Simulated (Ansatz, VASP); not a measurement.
One calculation of SnTe5, two programs

```
Sn Te
1.0
     6.12962    0.00000    0.00000
    -3.06481    5.30840    0.00000
     0.00000    0.00000    6.09384
Sn Te
1 5
Direct
  0.00000 0.00000 0.50000
  0.67000 0.00000 0.00000
  0.33000 0.33000 0.00000
  0.00000 0.67000 0.00000
  0.66667 0.33333 0.50000
  0.33333 0.66667 0.50000
```

Change from the starting cell: species swapped into the MgSn5 type (P-62m, No. 189).

Alike in both runs: task single point; functional PBE; k mesh 3 × 3 × 4; occupations gaussian, width 0.1 eV; no spin polarisation.

```csv
,VASP,Ansatz
version,VASP 6.6.1,Ansatz 0.2.0
potentials or method,"VASP PAW PBE potentials, release 64 (Sn_d, Te), cutoff 520 eV","scalar-relativistic, plane waves, PAW"
valence electrons in the cell,44,94
```

|  | VASP | Ansatz | Ansatz less VASP |
| --- | --- | --- | --- |
| gap on the k mesh at the Fermi level (eV) | none | none | - |
| pressure (GPa) | -4.7 | -4.7 | +0.04 |
| traceless stress, the component that is largest in VASP (GPa) | -0.81 | -0.82 | -0.005 |
| rms of the force components (eV/Å) | 0.030 | 0.030 | 0.0000 |

Atom by atom the forces differ by 0.000 eV/Å (rms over components). A gap of «none» marks a metal or a gap that the smearing closes. VASP's potentials hold 44 valence electrons a cell and Ansatz's 94, so a difference there can come from the potentials and not from the codes.

The k mesh is coarse, so the values compare programs but aren't converged. Spin-orbit coupling is off throughout.
